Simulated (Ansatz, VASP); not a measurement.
# One calculation of CdSeS4, two programs

```
Cd Se S
1.0
     0.00000    3.93169    3.93169
     3.93169    0.00000    3.93169
     3.93169    3.93169    0.00000
Cd Se S
1 1 4
Direct
  0.75000 0.75000 0.75000
  0.00000 0.00000 0.00000
  0.92908 0.35697 0.35697
  0.35697 0.35697 0.35697
  0.35697 0.92908 0.35697
  0.35697 0.35697 0.92908
```

Change from the starting cell: species swapped into the GdYCo4 type (F-43m, No. 216).

Alike in both runs: functional PBE; k mesh 4 × 4 × 4; occupations gaussian, width 0.1 eV; no spin polarisation.

Ansatz relaxed the structure, and its values are those at the end. VASP's run is a single point on that final structure, the one shown.

```csv
,VASP,Ansatz
version,VASP 6.6.1,Ansatz 0.2.0
potentials or method,"VASP PAW PBE potentials, release 64 (Cd, Se, S), cutoff 520 eV","scalar-relativistic, plane waves, PAW"
valence electrons in the cell,42,60
```

Ansatz gave:

- gap on the k mesh at the Fermi level (eV): none
- pressure (GPa): 0.1
- rms of the force components (eV/Å): 0.007

**Question.** Estimate VASP's values.

**Answer.** gap on the k mesh at the Fermi level (eV): none; pressure (GPa): 0.0; rms of the force components (eV/Å): 0.027.

A gap of «none» marks a metal or a gap that the smearing closes. With one functional, cell and mesh, what is left measures potentials, basis and numerics. VASP's potentials hold 42 valence electrons a cell and Ansatz's 60, so a difference there can come from the potentials and not from the codes.
